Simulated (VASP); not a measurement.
# W2Br3 (P6/mmm) in VASP: notebook

W2Br3 is run at these levels: PBE; tasks: relaxation of cell and atoms, single point.

Everything below comes from runs of VASP 6.6.1. Logs are shortened: lines on timing, memory, paths and dates and some standing lists are left out, and cuts for length are marked.

**1. The cell of the first run**

The structure is hexagonal, space group P6/mmm (No. 191). The conventional cell has a = 8.370 Å, b = 8.370 Å, c = 3.059 Å, α = 90.00°, β = 90.00°, γ = 120.00°. W (site symmetry -6m2) has 3 Br at 2.42 Å and 2 W at 3.06 Å within 3.2 Å. Within 3.2 Å of Br (site symmetry mmm) lie 2 W at 2.42 Å and 2 Br at 3.06 Å.

The cell was built from a structure type or drawn by symmetry, and may not be a known phase.

**2. Relaxation of cell and atoms, PBE**

INCAR

```
SYSTEM = W2Br3
ALGO = Normal
EDIFF = 1E-6
EDIFFG = -0.01
ENCUT = 600
GGA = PE
IBRION = 2
ISIF = 3
ISMEAR = 0
LASPH = .True.
LCHARG = .False.
LREAL = .False.
LWAVE = .False.
NELM = 100
NSW = 100
PREC = Accurate
SIGMA = 0.1
```

KPOINTS

```
k-points
0
Gamma
  6 6 12
  0 0 0
```

POSCAR

```
W2Br3
1.0
    8.3699820836      0.0000000000      0.0000000000
   -4.1849910418      7.2486171136      0.0000000000
    0.0000000000      0.0000000000      3.0586288608
W Br
2 3
Direct
    0.3333333333      0.6666666667      0.0000000000
    0.6666666667      0.3333333333      0.0000000000
    0.5000000000      0.0000000000      0.0000000000
    0.0000000000      0.5000000000      0.0000000000
    0.5000000000      0.5000000000      0.0000000000
```

Potentials or basis: VASP PAW PBE potentials, release 64 (W_sv, Br).

Command:

```
$ cat potpaw_PBE.64/W_sv/POTCAR potpaw_PBE.64/Br/POTCAR > POTCAR
$ mpirun -np 1 vasp_std > vasp.out
```

OUTCAR:

```text
SYSTEM = W2Br3
   EDIFF = 1E-6
   EDIFFG = -0.01
   ENCUT = 600
   GGA = PE
   IBRION = 2
   ISIF = 3
   ISMEAR = 0
   LASPH = .True.
   LREAL = .False.
   NELM = 100
   NSW = 100
   PREC = Accurate

 ion  position               nearest neighbor table
   1  0.333  0.667  0.000-   3 2.42   4 2.42   5 2.42
   2  0.667  0.333  0.000-   3 2.42   4 2.42   5 2.42
   3  0.500  0.000  0.000-   1 2.42   2 2.42
   4  0.000  0.500  0.000-   1 2.42   2 2.42
   5  0.500  0.500  0.000-   1 2.42   2 2.42

  LATTYP: Found a hexagonal cell.
 ALAT       =     8.3699820836
 C/A-ratio  =     0.3654283642

  Lattice vectors:

 A1 = (   8.3699820836,   0.0000000000,   0.0000000000)
 A2 = (  -4.1849910418,   7.2486171136,   0.0000000000)
 A3 = (   0.0000000000,   0.0000000000,   3.0586288608)

Analysis of symmetry for initial positions (statically):
=====================================================================
 Subroutine PRICEL returns:
 Original cell was already a primitive cell.

 Routine SETGRP: Setting up the symmetry group for a
 hexagonal supercell.

 Subroutine GETGRP returns: Found 24 space group operations
 (whereof 24 operations were pure point group operations)
 out of a pool of 24 trial point group operations.

The static configuration has the point symmetry D_6h.

Analysis of symmetry for dynamics (positions and initial velocities):
=====================================================================
 Subroutine PRICEL returns:
 Original cell was already a primitive cell.

 Routine SETGRP: Setting up the symmetry group for a
 hexagonal supercell.

 Subroutine GETGRP returns: Found 24 space group operations
 (whereof 24 operations were pure point group operations)
 out of a pool of 24 trial point group operations.

The dynamic configuration has the point symmetry D_6h.

 Subroutine INISYM returns: Found 24 space group operations
 (whereof 24 operations are pure point group operations),
 and found     1 'primitive' translations

----------------------------------------------------------------------------------------

                                     Primitive cell

  volume of cell :     185.5694

  direct lattice vectors                    reciprocal lattice vectors
[... 99 lines left out ...]
   ISIF   =      3    stress and relaxation
   ISYM   =      2    0-nonsym 1-usesym 2-fastsym
   POTIM  = 0.5000    time-step for ionic-motion
   TEBEG  =    0.0;   TEEND  =   0.0 temperature during run
   PSTRESS=    0.0 pullay stress
   NELECT =      49.0000    total number of electrons
   NUPDOWN=      -1.0000    fix difference up-down
   EMIN   =  10.00;   EMAX   =-10.00  energy-range for DOS
   EFERMI =   0.00;   METHOD = LEGACY
   ISMEAR =     0;   SIGMA  =   0.10  broadening in eV -4-tet -1-fermi 0-gaus
   EFERMI_NEDOS =   21; number of points for ismear=-14 and -15
   IALGO  =     38    algorithm
   IMIX   =      4    mixing-type and parameters
     AMIX     =   0.40;   BMIX     =  1.00
     AMIX_MAG =   1.60;   BMIX_MAG =  1.00
  volume/ion in A,a.u.               =      37.11       250.46
  Fermi-wavevector in a.u.,A,eV,Ry     =   1.050279  1.984740 15.008397  1.103086
  Thomas-Fermi vector in A             =   2.185276
   LORBIT       =      0    0 simple, 1 ext, 2 COOP (PROOUT), +10 PAW based schemes
   GGA     = PE    functional components
   LHFCALC =     F    Hartree Fock is set to
   AEXX    =    0.0000 exact exchange contribution
   IVDW    =     0    specifies the selected vdW correction
   LEPSILON=     F    determine dielectric tensor
   LRPA    =     F    only Hartree local field effects (RPA)
 conjugate gradient relaxation of ions
 non-spin polarized calculation
 Gauss-broadening in eV      SIGMA  =   0.10
  energy-cutoff  :      600.00
  volume of cell :      185.57
 maximum number of plane-waves:      6252
 NGX is ok and might be reduce to    70
   NGX = 33   NGY = 33   NGZ = 13

--------------------------------------- Ionic step        1  -------------------------------------------

 number of electron      49.0000002 magnetization

 Free energy of the ion-electron system (eV)
  ---------------------------------------------------
  ext. energy  EPLUGINS =         0.00000000
  ---------------------------------------------------
  free energy    TOTEN  =       -25.06069749 eV

  energy without entropy =      -25.03535279  energy(sigma->0) =      -25.04802514

------------------------ aborting loop because EDIFF is reached ----------------------------------------

  FORCE on cell =-STRESS in cart. coord.  units (eV):
  Direction    XX          YY          ZZ          XY          YZ          ZX
  --------------------------------------------------------------------------------------
  -------------------------------------------------------------------------------------
  Total        0.6741007      0.6741007     -1.1975558      0.0000000     -0.0000000      0.0000000
  in kB        5.8200793      5.8200793    -10.3395079      0.0000000     -0.0000000      0.0000000
  external PRESSURE =       0.4335502 kB  Pullay stress =       0.0000000 kB
[... 143 lines left out ...]
--------------------------------------- Ionic step        5  -------------------------------------------

 number of electron      48.9999997 magnetization

 Free energy of the ion-electron system (eV)
  ---------------------------------------------------
  ext. energy  EPLUGINS =         0.00000000
  ---------------------------------------------------
  free energy    TOTEN  =       -25.06997730 eV

  energy without entropy =      -25.04474861  energy(sigma->0) =      -25.05736296

 E-fermi :   2.1663     XC(G=0):  -7.3435

 val. band max:        2.1640116224   @ k =   0.3333   0.3333   0.0833
 cond. band min:       2.1699095254   @ k =   0.1667   0.1667   0.1667
 fundamental gap:      0.0058979030
 Fermi energy:         2.1662587021

 k-point     1 :       0.0000    0.0000    0.0000
  band No.  band energies     occupation
      1     -72.3570      2.00000
      2     -72.3569      2.00000
      3     -36.7367      2.00000
      4     -36.7367      2.00000
      5     -36.7326      2.00000
      6     -36.7326      2.00000
[... 757 lines left out ...]
     28       2.8641      0.00000
     29       3.0759      0.00000

 [... further k-points ...]

------------------------ aborting loop because EDIFF is reached ----------------------------------------

  FORCE on cell =-STRESS in cart. coord.  units (eV):
  Direction    XX          YY          ZZ          XY          YZ          ZX
  --------------------------------------------------------------------------------------
  -------------------------------------------------------------------------------------
  Total       -0.0045366     -0.0045366      0.0193368      0.0000000     -0.0000000      0.0000000
  in kB       -0.0392560     -0.0392560      0.1673235      0.0000000     -0.0000000      0.0000000
  external PRESSURE =       0.0296039 kB  Pullay stress =       0.0000000 kB
[... 20 lines left out ...]
  FREE ENERGIE OF THE ION-ELECTRON SYSTEM (eV)
  ---------------------------------------------------
  free  energy   TOTEN  =       -25.0699772999 eV

  energy  without entropy=      -25.0447486107  energy(sigma->0) =      -25.05736296

 reached required accuracy - stopping structural energy minimisation
```

OSZICAR:

```text
N       E                     dE             d eps       ncg     rms          rms(c)
DAV:   1     0.505917247394E+03    0.50592E+03   -0.27583E+04  3354   0.167E+03
DAV:   2     0.124890981404E+02   -0.49343E+03   -0.48282E+03  3506   0.395E+02
DAV:   3    -0.242995304939E+02   -0.36789E+02   -0.35703E+02  3521   0.986E+01
DAV:   4    -0.258485815413E+02   -0.15491E+01   -0.15009E+01  3600   0.193E+01
[... 47 lines left out ...]
DAV:   2    -0.250702265895E+02    0.16094E-02   -0.52425E-03  3054   0.493E-01    0.857E-02
DAV:   3    -0.250699976027E+02    0.22899E-03   -0.65335E-04  3334   0.138E-01    0.452E-02
DAV:   4    -0.250699808591E+02    0.16744E-04   -0.63059E-05  3424   0.450E-02    0.323E-02
DAV:   5    -0.250699778763E+02    0.29828E-05   -0.78419E-06  3506   0.189E-02    0.655E-03
DAV:   6    -0.250699772999E+02    0.57642E-06   -0.19821E-06  2244   0.791E-03
   5 F= -.25069977E+02 E0= -.25057363E+02  d E =-.325990E-03
```

CONTCAR:

```text
W2Br3
   1.00000000000000
     8.4052079634124119    0.0000000000000000    0.0000000000000000
    -4.2026039817062060    7.2791236203879768    0.0000000000000000
     0.0000000000000000   -0.0000000000000000    3.0262978965574163
  W               Br
     2     3
Direct
     0.3333333332999970    0.6666666667000030    0.0000000000000000
     0.6666666667000030    0.3333333332999970    0.0000000000000000
     0.5000000000000000    0.0000000000000000    0.0000000000000000
     0.0000000000000000    0.5000000000000000    0.0000000000000000
     0.5000000000000000    0.5000000000000000    0.0000000000000000

  0.00000000E+00  0.00000000E+00  0.00000000E+00
  0.00000000E+00  0.00000000E+00  0.00000000E+00
  0.00000000E+00  0.00000000E+00  0.00000000E+00
  0.00000000E+00  0.00000000E+00  0.00000000E+00
  0.00000000E+00  0.00000000E+00  0.00000000E+00
```

It took 11 min on 1 thread of Intel Xeon 6975P-C (Granite Rapids), shared host; peak memory 0.54 GiB.

Results:

| Item | Value |
| --- | --- |
| Free energy | -25.0700 eV |
| Relaxed volume | 37.03 Å³/atom |
| Relaxed cell | a = 8.405 Å, b = 8.405 Å, c = 3.026 Å, α = 90.00°, β = 90.00°, γ = 120.00° |
| Space group after relaxing (to 0.1 Å) | P6/mmm (No. 191) |
| Energy gained by relaxing | 1.9 meV/atom |
| Ionic steps | 5 |
| Pressure after relaxing | 0.0 GPa |
| Band gap on the k mesh | zero (an odd number of electrons rules out a gap without spin polarisation) |

The path:
```tsv
step	energy change (eV)	largest force (eV/Å)	pressure (GPa)	volume (Å³)
1	0.0000	0.0000	0.04	185.57
2	-0.0082	0.0000	-0.21	185.82
3	-0.0090	0.0000	-0.17	185.77
4	-0.0092	0.0000	0.10	184.79
5	-0.0093	0.0000	0.00	185.16
```

Final structure:
```
W Br
1.0
     8.40521    0.00000    0.00000
    -4.20260    7.27912    0.00000
     0.00000    0.00000    3.02630
W Br
2 3
Direct
  0.33333 0.66667 0.00000
  0.66667 0.33333 0.00000
  0.50000 0.00000 0.00000
  0.00000 0.50000 0.00000
  0.50000 0.50000 0.00000
```

Levels at points of the mesh, in eV from the Fermi level:
| k point | band 22 | band 23 | band 24 | band 25 | band 26 | band 27 |
| --- | --- | --- | --- | --- | --- | --- |
| (0.00, 0.00, 0.00) | -1.63 | -1.28 | -1.28 | 0.48 | 0.92 | 0.92 |
| (0.50, 0.00, 0.00) | -1.86 | -0.94 | 0.09 | 0.36 | 0.67 | 0.92 |
| (0.00, 0.00, 0.50) | -2.16 | -0.52 | -0.52 | -0.30 | -0.30 | 1.01 |
| (0.50, 0.00, 0.50) | -1.71 | -1.27 | -0.36 | -0.07 | 0.60 | 1.12 |

Caveat: spin-orbit coupling is left out, which moves the levels of the heavy elements; an odd number of electrons without spin polarisation forces a metal; a magnetic or distorted state may lie lower.

**3. Single point, PBE**

This run uses another cell than the first one, of 36.96 Å³/atom.

INCAR

```
PREC = Accurate
ENCUT = 520
EDIFF = 1E-7
ISMEAR = 0
SIGMA = 0.1
LREAL = False
LASPH = True
NELM = 60
ALGO = Normal
ISIF = 2
LWAVE = False
LCHARG = False
GGA = PE
NBANDS = 32
```

KPOINTS

```
regular mesh
0
Gamma
  6 6 12
```

POSCAR: that of step 2 with these lines changed.

```diff
@@ -2,5 +2,5 @@
 1.0
-    8.3699820836      0.0000000000      0.0000000000
-   -4.1849910418      7.2486171136      0.0000000000
-    0.0000000000      0.0000000000      3.0586288608
+    8.3976542612      0.0000000000      0.0000000000
+   -4.1988271306      7.2725819224      0.0000000000
+    0.0000000000      0.0000000000      3.0259015918
 W Br
```

Potentials or basis: VASP PAW PBE potentials, release 64 (W_sv, Br).

Command:

```
$ cat potpaw_PBE.64/W_sv/POTCAR potpaw_PBE.64/Br/POTCAR > POTCAR
$ mpirun -np 1 vasp_std > vasp.out
```

Run time: 6.7 min. Hardware: 1 thread of Oxide Virtual Turin-like, shared host; peak memory 0.42 GiB.

It converged, with:

- Free energy: -25.0695 eV
- Pressure: 0.1 GPa
- Band gap on the k mesh: zero (an odd number of electrons rules out a gap without spin polarisation)

Stress tensor (GPa, compression positive):
```
0.13 0.00 0.00
0.00 0.13 0.00
0.00 0.00 0.03
```

Levels at points of the mesh, in eV from the Fermi level:
```
           k point  band 20  band 21  band 22  band 23  band 24  band 25  band 26  band 27  band 28  band 29
(0.00, 0.00, 0.00)    -2.21    -2.21    -1.64    -1.28    -1.28     0.48     0.91     0.91     2.01     2.01
(0.50, 0.00, 0.00)    -2.21    -2.05    -1.87    -0.95     0.09     0.36     0.68     0.92     1.37     1.79
(0.00, 0.00, 0.50)    -3.61    -2.17    -2.17    -0.52    -0.52    -0.30    -0.30     1.01     1.28     2.76
(0.50, 0.00, 0.50)    -3.90    -2.13    -1.72    -1.27    -0.36    -0.07     0.61     1.12     1.45     2.23
```

Caveat: spin-orbit coupling is left out, which moves the levels of the heavy elements; an odd number of electrons without spin polarisation forces a metal; a magnetic or distorted state may lie lower.
